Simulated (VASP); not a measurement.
# PbS (R3m) in VASP: notebook, part 2 of 2

VASP 6.6.1. The steps go on from the part before.

**4. Single point, PBE**

Contents of INCAR:

```
SYSTEM = PbS
ALGO     = Normal         ! electronic algorithm
EDIFF    = 1E-6           ! SCF threshold, eV
ENCUT    = 500            ! plane-wave cutoff, eV
GGA      = PE             ! functional
GGA_COMPAT= .False.      
ISIF     = 2              ! what is computed and relaxed
ISMEAR   = -1             ! smearing method
ISYM     = 0            
LASPH    = .True.         ! aspherical terms in the spheres
LCHARG   = .True.         ! write CHGCAR
LELF     = .True.         ! ELF
LREAL    = .False.        ! projectors in reciprocal space
LVHAR    = .True.       
LWAVE    = .False.        ! write WAVECAR
NBANDS   = 17             ! bands
NELM     = 120            ! most SCF steps
PREC     = Accurate       ! precision mode
SIGMA    = 0.1            ! smearing width, eV
```

Contents of KPOINTS:

```
k-points
0
Gamma
  5 1 1
  0 0 0
```

Contents of POSCAR:

```
PbS
1.0
    2.1126617058      1.2197458045      3.4519162518
   -2.1126617058      1.2197458045      3.4519162518
    0.0000000000     -2.4394916091      3.4519162518
Pb S
1 1
Direct
    0.9805657800      0.9805657800      0.9805657800
    0.4750355500      0.4750355500      0.4750355500
```

Potentials or basis: VASP PAW PBE potentials, release 64 (Pb_d, S).

On the command line:

```console
$ cat potpaw_PBE.64/Pb_d/POTCAR potpaw_PBE.64/S/POTCAR > POTCAR
$ mpirun -np 1 vasp_std > vasp.out
```

OUTCAR:

```text
SYSTEM = PbS
   EDIFF = 1E-6
   ENCUT = 500
   GGA = PE
   ISIF = 2
   ISMEAR = -1
   ISYM = 0
   LASPH = .True.
   LREAL = .False.
   NELM = 120
   PREC = Accurate

 ion  position               nearest neighbor table
   1  0.981  0.981  0.981-   2 2.96   2 2.96   2 2.96   2 3.02   2 3.02   2 3.02
   2  0.475  0.475  0.475-   1 2.96   1 2.96   1 2.96   1 3.02   1 3.02   1 3.02

IMPORTANT INFORMATION: All symmetrisations will be switched off!
NOSYMM: (Re-)initialisation of all symmetry stuff for point group C_1.

----------------------------------------------------------------------------------------

                                     Primitive cell

  volume of cell :      53.3717

  direct lattice vectors                    reciprocal lattice vectors
     2.112661706  1.219745805  3.451916252     0.236668274  0.136640492  0.096564722
    -2.112661706  1.219745805  3.451916252    -0.236668274  0.136640492  0.096564722
     0.000000000 -2.439491609  3.451916252     0.000000000 -0.273280984  0.096564722

  length of vectors
     4.226919105  4.226919105  4.226919105     0.289840028  0.289840028  0.289840028

  position of ions in fractional coordinates (direct lattice)
     0.980565780  0.980565780  0.980565780
[... 127 lines left out ...]

 val. band max:        5.6860537876   @ k =   0.4000   0.0000   0.0000
 cond. band min:       6.7943865448   @ k =   0.4000   0.0000   0.0000
 fundamental gap:      1.1083327572
 Fermi energy:         6.2402350775

 k-point     1 :       0.0000    0.0000    0.0000
  band No.  band energies     occupation
      1     -11.8273      2.00000
      2     -11.8266      2.00000
      3     -11.7135      2.00000
      4     -11.7116      2.00000
      5     -11.7111      2.00000
      6      -7.1218      2.00000
[... 37 lines left out ...]
      4     -11.6942      2.00000
      5     -11.6928      2.00000
      6      -5.7846      2.00000
[... 9 lines left out ...]
     16      15.3588      0.00000
     17      17.1944      0.00000

------------------------ aborting loop because EDIFF is reached ----------------------------------------

  FORCE on cell =-STRESS in cart. coord.  units (eV):
  Direction    XX          YY          ZZ          XY          YZ          ZX
  --------------------------------------------------------------------------------------
  -------------------------------------------------------------------------------------
  Total        4.3784210      7.4485397      8.2683694     -2.6588019     -1.0868345     -1.8824521
  in kB      131.4369000    223.5995506    248.2102195    -79.8152311    -32.6259536    -56.5097930
  external PRESSURE =     201.0822234 kB  Pullay stress =       0.0000000 kB

 VOLUME and BASIS-vectors are now :
 -----------------------------------------------------------------------------
  energy-cutoff  :      500.00
  volume of cell :       53.37
      direct lattice vectors                 reciprocal lattice vectors
     2.112661706  1.219745805  3.451916252     0.236668274  0.136640492  0.096564722
    -2.112661706  1.219745805  3.451916252    -0.236668274  0.136640492  0.096564722
     0.000000000 -2.439491609  3.451916252     0.000000000 -0.273280984  0.096564722

 POSITION                                       TOTAL-FORCE (eV/Angst)
 -----------------------------------------------------------------------------------
      0.00000     -0.00000     10.15449        -0.029422     -0.017075      0.334105
      0.00000     -0.00000      4.91935         0.029422      0.017075     -0.334105
 -----------------------------------------------------------------------------------
    total drift:                               -0.000146      0.000049      0.000076

  FREE ENERGIE OF THE ION-ELECTRON SYSTEM (eV)
  ---------------------------------------------------
  free  energy   TOTEN  =        -3.6881860326 eV

  energy  without entropy=       -3.6840951254  energy(sigma->0) =       -3.68614058
```

OSZICAR:

```text
N       E                     dE             d eps       ncg     rms          rms(c)
DAV:   1     0.166352611357E+03    0.16635E+03   -0.92994E+03   102   0.127E+03
DAV:   2     0.842675916063E+01   -0.15793E+03   -0.15214E+03   103   0.295E+02
DAV:   3    -0.535290337137E+01   -0.13780E+02   -0.13694E+02   137   0.952E+01
DAV:   4    -0.564575032140E+01   -0.29285E+00   -0.29267E+00   114   0.166E+01
DAV:   5    -0.565641698843E+01   -0.10667E-01   -0.10666E-01   132   0.298E+00    0.919E+00
DAV:   6    -0.370576467298E+01    0.19507E+01   -0.53870E+00   139   0.127E+01    0.648E+00
DAV:   7    -0.367415243885E+01    0.31612E-01   -0.71448E-01   120   0.366E+00    0.315E+00
DAV:   8    -0.368767064445E+01   -0.13518E-01   -0.12658E-01   131   0.238E+00    0.829E-01
DAV:   9    -0.368822743137E+01   -0.55679E-03   -0.41356E-02   136   0.985E-01    0.342E-01
DAV:  10    -0.368761462925E+01    0.61280E-03   -0.47166E-03   140   0.365E-01    0.759E-02
DAV:  11    -0.368815187898E+01   -0.53725E-03   -0.73532E-04   103   0.180E-01    0.980E-02
DAV:  12    -0.368818787890E+01   -0.36000E-04   -0.72354E-05   106   0.405E-02    0.203E-02
DAV:  13    -0.368818588246E+01    0.19964E-05   -0.73012E-05   137   0.472E-02    0.699E-03
DAV:  14    -0.368818603258E+01   -0.15013E-06   -0.51684E-06   106   0.131E-02
   1 F= -.36881860E+01 E0= -.36861406E+01  d E =-.409091E-02
```

Wall time 13 s (1 thread of AMD EPYC 7R13, shared host); peak memory 0.14 GiB.

Results:

| Item | Value |
| --- | --- |
| Free energy | -3.6882 eV |
| Pressure | 20.1 GPa |
| Largest force | 0.336 eV/Å |

Forces in eV/Å, atoms in the order of the input:
```
Pb  -0.029 -0.017  0.334
S    0.029  0.017 -0.334
```

Levels at points of the mesh, in eV from the Fermi level:
| k point | band 8 | band 9 | band 10 | band 11 | band 12 | band 13 |
| --- | --- | --- | --- | --- | --- | --- |
| (0.00, 0.00, 0.00) | -1.99 | -1.87 | -1.86 | 4.36 | 4.38 | 4.44 |

Caveat: the k points lie up to 1.82 Å⁻¹ apart; this odd mesh misses L, where the gap lies, so gap, dielectric constants and Born charges aren't listed; spin-orbit coupling is left out, which moves the levels of the heavy elements.

**5. Single point, PBE**

Contents of INCAR:

```
PREC = Accurate
ENCUT = 500
EDIFF = 1E-6
ISMEAR = 0
SIGMA = 0.1
LREAL = False
LASPH = True
NELM = 120
ALGO = Normal
ISIF = 2
LWAVE = False
LCHARG = False
GGA = PE
ISYM = 0
NBANDS = 17
GGA_COMPAT = False
```

Contents of KPOINTS:

```
Automatic mesh
0
Gamma
  7 1 1
  0.5 0.5 0.5
```

POSCAR is that of step 4.

On the command line:

```console
$ cat potpaw_PBE.64/Pb_d/POTCAR potpaw_PBE.64/S/POTCAR > POTCAR
$ mpirun -np 1 vasp_std > vasp.out
```

Wall time 10 s (1 thread of AMD EPYC 7R13, shared host); peak memory 0.14 GiB.

The run converged. Its results:

* Free energy: -9.9434 eV
* Pressure: -3.3 GPa
* Largest force: 0.036 eV/Å
* Band gap on the k mesh: 0.65 eV, direct

Forces on the atoms (eV/Å):
```
Pb   0.009  0.005  0.035
S   -0.009 -0.005 -0.035
```

Stress tensor (GPa, compression positive):
```
 -1.53  -7.20   6.37
 -7.20   6.78   3.68
  6.37   3.68 -15.06
```

Levels at points of the mesh, in eV from the valence-band top:
| k point | band 7 | band 8 | band 9 | band 10 | band 11 | band 12 | band 13 | band 14 |
| --- | --- | --- | --- | --- | --- | --- | --- | --- |
| (0.50, 0.50, 0.50) | -8.49 | -1.72 | -1.67 | 0.00 | 0.65 | 2.20 | 2.31 | 8.77 |

Caveat: the k points lie up to 1.82 Å⁻¹ apart; spin-orbit coupling is left out, which moves the levels of the heavy elements. A k mesh can miss the band edges.

**6. Overview**

```tsv
level	k mesh	cutoff (eV)	smearing	gap on the mesh (eV)	pressure (GPa)	largest force (eV/Å)
PBE+D3(BJ)	6 × 6 × 6	520	gaussian 0.1 eV	0.46	-1.2	0.01
PBE	2 × 1 × 3, shifted	500	gaussian 0.1 eV	0.33	7.8	0.16
PBE	5 × 1 × 1	500	fermi-dirac 0.1 eV	-	20.1	0.34
PBE	7 × 1 × 1, shifted	500	gaussian 0.1 eV	0.65	-3.3	0.04
```

Alike in all rows: task single point; potentials or basis VASP PAW PBE potentials, release 64 (Pb_d, S); no spin polarisation; cell as given.

Caveats: some runs use coarse meshes; spin-orbit coupling is left out, which moves the levels of the heavy elements.

Total energies depend on the potentials used, so only differences within one code and one set of settings carry meaning.
